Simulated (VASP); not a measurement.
# P (R-3m) in VASP: further runs

Runs on P. Level: LDA. Tasks: single point.

Everything below comes from runs of VASP 6.6.1. Logs are shortened: lines on timing, memory, paths and dates and some standing lists are left out, and cuts for length are marked.

### Step 1. The cell of the first run

Symmetry: R-3m, No. 166, trigonal system. Conventional cell: a = 3.499 Å, b = 3.499 Å, c = 9.137 Å, α = 90.00°, β = 90.00°, γ = 120.00°. Within 3.0 Å of P (site symmetry 3m) lie 6 P at 2.30 to 2.80 Å.

### Step 2. Single point, LDA

INCAR reads:

```
ALGO = Normal ; EDIFF = 1E-7
ENCUT = 520 ; ISIF = 2
ISMEAR = 0 ; LASPH = True
LCHARG = True ; LELF = True
LREAL = False ; LVHAR = True
LWAVE = False ; NBANDS = 12
NELM = 80 ; PREC = Accurate
SIGMA = 0.15
```

KPOINTS reads:

```
k-points
0
Gamma
  18 18 18
```

POSCAR reads:

```
P
1.0
    1.7493681869      1.0099981936      3.0456553624
   -1.7493681869      1.0099981936      3.0456553624
    0.0000000000     -2.0199963872      3.0456553624
P
2
Direct
    0.2270802500      0.2270802500      0.2270802500
    0.7729197500      0.7729197500      0.7729197500
```

Potentials or basis: VASP PAW LDA potentials, release 64 (P).

On the command line:

```console
$ cat potpaw_LDA.64/P/POTCAR > POTCAR
$ mpirun -np 1 vasp_std > vasp.out
```

OUTCAR:

```text
EDIFF = 1E-7
   ENCUT = 520
   ISIF = 2
   ISMEAR = 0
   LASPH = True
   LREAL = False
   NELM = 80
   PREC = Accurate

 ion  position               nearest neighbor table
   1  0.227  0.227  0.227-   2 2.30   2 2.30   2 2.30   2 2.80   2 2.80   2 2.80
   2  0.773  0.773  0.773-   1 2.30   1 2.30   1 2.30   1 2.80   1 2.80   1 2.80

  LATTYP: Found a trigonal (rhomboedric) cell.
 ALAT       =     3.6546411576
 COS(alpha) =     0.5417494838

  Lattice vectors:

 A1 = (   1.7493681869,   1.0099981936,   3.0456553624)
 A2 = (  -1.7493681869,   1.0099981936,   3.0456553624)
 A3 = (   0.0000000000,  -2.0199963872,   3.0456553624)

Analysis of symmetry for initial positions (statically):
=====================================================================
 Subroutine PRICEL returns:
 Original cell was already a primitive cell.

 Routine SETGRP: Setting up the symmetry group for a
 trigonal (rhombohedral) supercell.

 Subroutine GETGRP returns: Found 12 space group operations
 (whereof 12 operations were pure point group operations)
 out of a pool of 12 trial point group operations.

The static configuration has the point symmetry D_3d.

Analysis of symmetry for dynamics (positions and initial velocities):
=====================================================================
 Subroutine PRICEL returns:
 Original cell was already a primitive cell.

 Routine SETGRP: Setting up the symmetry group for a
 trigonal (rhombohedral) supercell.

 Subroutine GETGRP returns: Found 12 space group operations
 (whereof 12 operations were pure point group operations)
 out of a pool of 12 trial point group operations.

The dynamic configuration has the point symmetry D_3d.

 Subroutine INISYM returns: Found 12 space group operations
 (whereof 12 operations are pure point group operations),
 and found     1 'primitive' translations

----------------------------------------------------------------------------------------

                                     Primitive cell

  volume of cell :      32.2875

  direct lattice vectors                    reciprocal lattice vectors
     1.749368187  1.009998194  3.045655362     0.285817476  0.165016797  0.109445519
    -1.749368187  1.009998194  3.045655362    -0.285817476  0.165016797  0.109445519
     0.000000000 -2.019996387  3.045655362     0.000000000 -0.330033594  0.109445519

  length of vectors
     3.654641158  3.654641158  3.654641158     0.347707484  0.347707484  0.347707484

  position of ions in fractional coordinates (direct lattice)
     0.227080250  0.227080250  0.227080250
     0.772919750  0.772919750  0.772919750

  ion indices of the primitive-cell ions
   primitive index   ion index
                 1           1
                 2           2

----------------------------------------------------------------------------------------

 KPOINTS: k-points

Automatic generation of k-mesh.
 Grid dimensions read from file:
 generate k-points for:   18   18   18

 Generating k-lattice:

  Cartesian coordinates                     Fractional coordinates (reciprocal lattice)
     0.015878749  0.009167600  0.006080307     0.055555556  0.000000000  0.000000000
    -0.015878749  0.009167600  0.006080307     0.000000000  0.055555556  0.000000000
     0.000000000 -0.018335200  0.006080307     0.000000000  0.000000000  0.055555556

  Length of vectors
     0.019317082  0.019317082  0.019317082

  Shift w.r.t. Gamma in fractional coordinates (k-lattice)
     0.000000000  0.000000000  0.000000000

 Subroutine IBZKPT returns following result:
 ===========================================

 Found    580 irreducible k-points:

 Following reciprocal coordinates:
            Coordinates               Weight
  0.000000  0.000000  0.000000      1.000000
  0.055556 -0.000000  0.000000      6.000000
  0.111111 -0.000000  0.000000      6.000000
  0.166667  0.000000 -0.000000      6.000000
  0.222222 -0.000000  0.000000      6.000000
  0.277778  0.000000 -0.000000      6.000000
[... 16 lines left out ...]
 -0.277778  0.055556  0.000000     12.000000
 -0.222222  0.055556  0.000000     12.000000
 [... further k-points ...]
   k-points           NKPTS =    580   k-points in BZ     NKDIM =    580   number of bands    NBANDS=     12
   number of dos      NEDOS =    301   number of ions     NIONS =      2
   total plane-waves  NPLWV =  21952
   dimension x,y,z NGX =    28 NGY =   28 NGZ =   28
   dimension x,y,z NGXF=    56 NGYF=   56 NGZF=   56
   ions per type =               2
   NGX,Y,Z   is equivalent  to a cutoff of  12.74, 12.74, 12.74 a.u.
   NGXF,Y,Z  is equivalent  to a cutoff of  25.47, 25.47, 25.47 a.u.
 SYSTEM =  unknown system
   PREC   = accura    normal or accurate (medium, high low for compatibility)
   ISTART =      0    job   : 0-new  1-cont  2-samecut
   ICHARG =      2    charge: 1-file 2-atom 10-const
   ISPIN  =      1    spin polarized calculation?
   LNONCOLLINEAR =      F non collinear calculations
   LSORBIT =      F    spin-orbit coupling
   LASPH  =      T    aspherical Exc in radial PAW
   ENCUT  =  520.0 eV  38.22 Ry    6.18 a.u.   6.80  6.80  6.80*2*pi/ulx,y,z
   NELM   =     80;   NELMIN=  2; NELMDL= -5     # of ELM steps
   EDIFF  = 0.1E-06   stopping-criterion for ELM
   LREAL  =      F    real-space projection
   EDIFFG = 0.1E-05   stopping-criterion for IOM
   NSW    =      0    number of steps for IOM
   IBRION =     -1    ionic relax: 0-MD 1-quasi-New 2-CG
   NFREE  =      0    steps in history (QN), initial steepest desc. (CG)
   ISIF   =      2    stress and relaxation
   ISYM   =      2    0-nonsym 1-usesym 2-fastsym
   POTIM  = 0.5000    time-step for ionic-motion
   TEBEG  =    0.0;   TEEND  =   0.0 temperature during run
   PSTRESS=    0.0 pullay stress
   NELECT =      10.0000    total number of electrons
   NUPDOWN=      -1.0000    fix difference up-down
   EMIN   =  10.00;   EMAX   =-10.00  energy-range for DOS
   EFERMI =   0.00;   METHOD = LEGACY
   ISMEAR =     0;   SIGMA  =   0.15  broadening in eV -4-tet -1-fermi 0-gaus
   EFERMI_NEDOS =   21; number of points for ismear=-14 and -15
   IALGO  =     38    algorithm
   IMIX   =      4    mixing-type and parameters
     AMIX     =   0.40;   BMIX     =  1.00
     AMIX_MAG =   1.60;   BMIX_MAG =  1.00
  volume/ion in A,a.u.               =      16.14       108.94
  Fermi-wavevector in a.u.,A,eV,Ry     =   1.107636  2.093128 16.692396  1.226857
  Thomas-Fermi vector in A             =   2.244152
   LORBIT       =      0    0 simple, 1 ext, 2 COOP (PROOUT), +10 PAW based schemes
   GGA     = CA    functional components
   LHFCALC =     F    Hartree Fock is set to
   AEXX    =    0.0000 exact exchange contribution
   IVDW    =     0    specifies the selected vdW correction
   LEPSILON=     F    determine dielectric tensor
   LRPA    =     F    only Hartree local field effects (RPA)
 non-spin polarized calculation
 Gauss-broadening in eV      SIGMA  =   0.15
  energy-cutoff  :      520.00
  volume of cell :       32.29
 maximum number of plane-waves:       896
   NGX = 13   NGY = 13   NGZ = 13

 number of electron      10.0000001 magnetization

 Free energy of the ion-electron system (eV)
  ---------------------------------------------------
  ext. energy  EPLUGINS =         0.00000000
  ---------------------------------------------------
  free energy    TOTEN  =       -12.09409523 eV

  energy without entropy =      -12.09114962  energy(sigma->0) =      -12.09262243

 E-fermi :   8.7843     XC(G=0): -10.9025

 val. band max:        8.7738221352   @ k =   0.3889   0.3889   0.3889
 cond. band min:       8.7860298332   @ k =   0.3889   0.2778   0.2778
 fundamental gap:      0.0122076980
 Fermi energy:         8.7843206179

 k-point     1 :       0.0000    0.0000    0.0000
  band No.  band energies     occupation
      1      -7.5487      2.00000
      2       5.4942      2.00000
      3       5.8340      2.00000
      4       5.8340      2.00000
      5       6.1578      2.00000
      6      10.1545      0.00000
      7      11.4864      0.00000
      8      11.4864      0.00000
      9      14.5050      0.00000
     10      14.5050      0.00000
     11      15.9252      0.00000
     12      15.9459      0.00000

 k-point     2 :       0.0556   -0.0000    0.0000
  band No.  band energies     occupation
      1      -7.4996      2.00000
      2       4.7447      2.00000
      3       5.8000      2.00000
      4       6.0393      2.00000
      5       6.4923      2.00000
      6      10.2801      0.00000
      7      11.4727      0.00000
      8      11.4890      0.00000
      9      14.1960      0.00000
     10      14.2048      0.00000
     11      15.1548      0.00000
     12      16.4715      0.00000

 k-point     3 :       0.1111   -0.0000    0.0000
  band No.  band energies     occupation
      1      -7.3525      2.00000
      2       3.7134      2.00000
      3       5.7076      2.00000
      4       5.9743      2.00000
      5       7.0138      2.00000
      6      10.4982      0.00000
      7      11.4100      0.00000
      8      11.4880      0.00000
      9      13.5540      0.00000
     10      13.8970      0.00000
     11      14.8110      0.00000
     12      17.4962      0.00000
[... 286 lines left out ...]
 k-point    23 :      -0.2778    0.0556    0.0000
  band No.  band energies     occupation
      1      -6.1135      2.00000
      2      -0.0082      2.00000
      3       4.8168      2.00000
      4       6.1661      2.00000
      5       7.6055      2.00000
      6       9.5826      0.00000
      7       9.8612      0.00000
      8      10.9027      0.00000
      9      14.6846      0.00000
     10      15.2927      0.00000
     11      16.6134      0.00000
     12      21.0210      0.00000

 k-point    24 :      -0.2222    0.0556    0.0000
  band No.  band energies     occupation
      1      -6.5794      2.00000
      2       1.0643      2.00000
      3       4.9547      2.00000
      4       6.2180      2.00000
      5       7.4984      2.00000
      6       9.9903      0.00000
      7      10.3659      0.00000
      8      11.1504      0.00000
      9      13.8161      0.00000
     10      14.9000      0.00000
     11      15.5788      0.00000
     12      19.7175      0.00000

 [... further k-points ...]

------------------------ aborting loop because EDIFF is reached ----------------------------------------

  FORCE on cell =-STRESS in cart. coord.  units (eV):
  Direction    XX          YY          ZZ          XY          YZ          ZX
  --------------------------------------------------------------------------------------
  -------------------------------------------------------------------------------------
  Total       -0.9904971     -0.9904971     -0.4981973      0.0000000      0.0000000     -0.0000000
  in kB      -49.1507302    -49.1507302    -24.7216899      0.0000000      0.0000000     -0.0000000
  external PRESSURE =     -41.0077167 kB  Pullay stress =       0.0000000 kB

 VOLUME and BASIS-vectors are now :
 -----------------------------------------------------------------------------
  energy-cutoff  :      520.00
  volume of cell :       32.29
      direct lattice vectors                 reciprocal lattice vectors
     1.749368187  1.009998194  3.045655362     0.285817476  0.165016797  0.109445519
    -1.749368187  1.009998194  3.045655362    -0.285817476  0.165016797  0.109445519
     0.000000000 -2.019996387  3.045655362     0.000000000 -0.330033594  0.109445519

 POSITION                                       TOTAL-FORCE (eV/Angst)
 -----------------------------------------------------------------------------------
      0.00000      0.00000      2.07482         0.000000     -0.000000      0.314871
      0.00000      0.00000      7.06214         0.000000      0.000000     -0.314871
 -----------------------------------------------------------------------------------
    total drift:                                0.000000     -0.000000     -0.000000

  FREE ENERGIE OF THE ION-ELECTRON SYSTEM (eV)
  ---------------------------------------------------
  free  energy   TOTEN  =       -12.0940952285 eV

  energy  without entropy=      -12.0911496225  energy(sigma->0) =      -12.09262243
```

Run time: 3.8 min. Hardware: 1 thread of Oxide Virtual Turin-like, shared host; peak memory 0.24 GiB.

Results:

* Free energy: -12.0941 eV
* Pressure: -4.1 GPa
* Largest force: 0.315 eV/Å
* Band gap on the k mesh: zero (band 5 reaches 9.20 eV, above the bottom of band 6 at 8.48 eV)

Forces on the atoms (eV/Å):
```
P    0.000  0.000  0.315
P    0.000  0.000 -0.315
```

Stress tensor (GPa, compression positive):
```
-4.92  0.00  0.00
 0.00 -4.92  0.00
 0.00  0.00 -2.47
```

### Step 3. Single point, LDA

This run uses another cell than the first one, of the same volume but with other edges.

INCAR reads:

```
ALGO = Normal
EDIFF = 1E-6
ENCUT = 520
GGA = CA
ISIF = 2
ISMEAR = 0
LASPH = T
LCHARG = F
LREAL = F
LWAVE = F
NBANDS = 12
NELM = 100
PREC = Accurate
SIGMA = 0.15
```

KPOINTS is that of step 2.

POSCAR reads:

```
P
1.0
    1.6978860328      0.9802749581      3.2331520973
   -1.6978860328      0.9802749581      3.2331520973
    0.0000000000     -1.9605499161      3.2331520973
P
2
Direct
    0.2270802500      0.2270802500      0.2270802500
    0.7729197500      0.7729197500      0.7729197500
```

Potentials or basis: VASP PAW LDA potentials, release 64 (P).

On the command line:

```console
$ cat potpaw_LDA.64/P/POTCAR > POTCAR
$ mpirun -np 1 vasp_std > vasp.out
```

It took 3.3 min on 1 thread of Oxide Virtual Turin-like, shared host; peak memory 0.23 GiB.

The run converged. Its results:

```
Free energy            : -12.0820 eV
Pressure               : -2.2 GPa
Largest force          : 0.077 eV/Å
Band gap on the k mesh : zero (band 5 reaches 9.69 eV, above the bottom of band 6 at 8.48 eV)
```

Forces on the atoms (eV/Å):
```
P    0.000  0.000  0.077
P    0.000  0.000 -0.077
```

Stress tensor (GPa, compression positive):
```
-1.05  0.00  0.00
 0.00 -1.05  0.00
 0.00  0.00 -4.53
```

Levels at points of the mesh, in eV from the Fermi level:
| k point | band 1 | band 2 | band 3 | band 4 | band 5 | band 6 | band 7 | band 8 | band 9 | band 10 |
| --- | --- | --- | --- | --- | --- | --- | --- | --- | --- | --- |
| (0.00, 0.00, 0.00) | -16.47 | -3.92 | -3.54 | -2.58 | -2.58 | 1.51 | 2.70 | 2.70 | 6.07 | 6.07 |
| (0.50, 0.00, 0.00) | -12.96 | -11.75 | -3.75 | -3.63 | -0.76 | -0.20 | -0.08 | 0.78 | 7.96 | 9.29 |
| (0.50, 0.50, 0.00) | -12.75 | -10.06 | -6.69 | -5.45 | -5.11 | 0.14 | 5.92 | 7.41 | 7.91 | 9.04 |
| (0.50, 0.50, 0.50) | -14.75 | -10.91 | -2.49 | -2.49 | 0.26 | 0.26 | 0.64 | 2.63 | 8.43 | 9.33 |
